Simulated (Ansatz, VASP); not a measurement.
One calculation of Cd, two programs

```xyz
1
Lattice="-0.0280 2.2260 2.2231 2.1871 -0.0156 2.2107 2.1880 2.2144 -0.0165" Properties=species:S:1:pos:R:3 pbc="T T T"
Cd   -0.0040   -0.0322   -0.0091
```

Change from the starting cell: cell strained at random at fixed volume.

Alike in both runs: task single point; functional PBE; k mesh 10 × 10 × 10; occupations fermi-dirac, width 0.05 eV; no spin polarisation.

|  | VASP | Ansatz |
| --- | --- | --- |
| version | VASP 6.6.1 | Ansatz 0.2.0 |
| potentials or method | VASP PAW PBE potentials, release 64 (Cd), cutoff 520 eV | all-electron LAPW, scalar-relativistic |

```tsv
	VASP	Ansatz	Ansatz less VASP
gap on the k mesh at the Fermi level (eV)	none	none	-
pressure (GPa)	2.5	2.3	-0.28
traceless stress, the component that is largest in VASP (GPa)	-0.37	-0.38	-0.010
```

A gap of «none» marks a metal or a gap that the smearing closes. Ansatz ran all-electron here, and VASP with PAW potentials.
